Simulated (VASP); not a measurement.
Set up this calculation in VASP 6.6.1, as the native input.

* Task: single point
* Functional: r2SCAN
* Potentials or basis: VASP PAW PBE potentials, release 64 (Li_sv, O)
* Cutoff: 830 eV
* k mesh: 8 × 8 × 8
* Occupations: gaussian, width 0.01 eV
* Spin: no spin polarisation
* Dipole correction: no
* Further INCAR settings: ALGO = Normal; EDIFF = 1e-06; NBANDS = 13

Li2O:

```xyz
3
Lattice="0.0000 2.2864 2.2864 2.2864 0.0000 2.2864 2.2864 2.2864 0.0000" Properties=species:S:1:pos:R:3 pbc="T T T"
Li    1.1432    1.1432    1.1432
Li    3.4296    3.4296    3.4296
O     0.0000    0.0000    0.0000
```

One way to write it, as run:

POSCAR

```
Li2O
1.0
    0.0000000000      2.2863690217      2.2863690217
    2.2863690217      0.0000000000      2.2863690217
    2.2863690217      2.2863690217      0.0000000000
Li O
2 1
Direct
    0.2500000000      0.2500000000      0.2500000000
    0.7500000000      0.7500000000      0.7500000000
    0.0000000000      0.0000000000      0.0000000000
```

INCAR.step1

```
SYSTEM = Li2O
PREC = Accurate ; ENCUT = 830
ISMEAR = 0 ; SIGMA = 0.01
LREAL = .False. ; LASPH = .True.
NELM = 120 ; NBANDS = 13
GGA = PE ; ALGO = Normal
EDIFF = 1E-5 ; LWAVE = .True.
LCHARG = .False. ; GGA_COMPAT = .False.
```

INCAR.step2

```
SYSTEM = Li2O
PREC = Accurate ; ENCUT = 830
EDIFF = 1E-6 ; ISMEAR = 0
SIGMA = 0.01 ; LREAL = .False.
LASPH = .True. ; NELM = 120
ALGO = Normal ; ISIF = 2
LWAVE = .False. ; LCHARG = .False.
METAGGA = R2SCAN ; LMIXTAU = .True.
NBANDS = 13 ; ISTART = 1
GGA_COMPAT = .False.
```

KPOINTS

```
Automatic mesh
0
Gamma
  8 8 8
  0 0 0
```

Potentials or basis: VASP PAW PBE potentials, release 64 (Li_sv, O).

Run with:

```bash
$ cat potpaw_PBE.64/Li_sv/POTCAR potpaw_PBE.64/O/POTCAR > POTCAR
$ cp INCAR.step1 INCAR
$ mpirun -np 1 vasp_std > vasp.out
$ cp INCAR.step2 INCAR
$ mpirun -np 1 vasp_std > vasp.out
```

Results of the run:

The pressure is 0.2 GPa and the band gap on the k mesh is 5.73 eV, indirect (least direct gap 6.35 eV).

Caveat: the PAW data sets were made with another functional, which shifts forces and pressure a little.

Wall time 2.6 min on 1 thread of Intel Xeon 8259CL (shared host), peak memory 0.17 GiB.
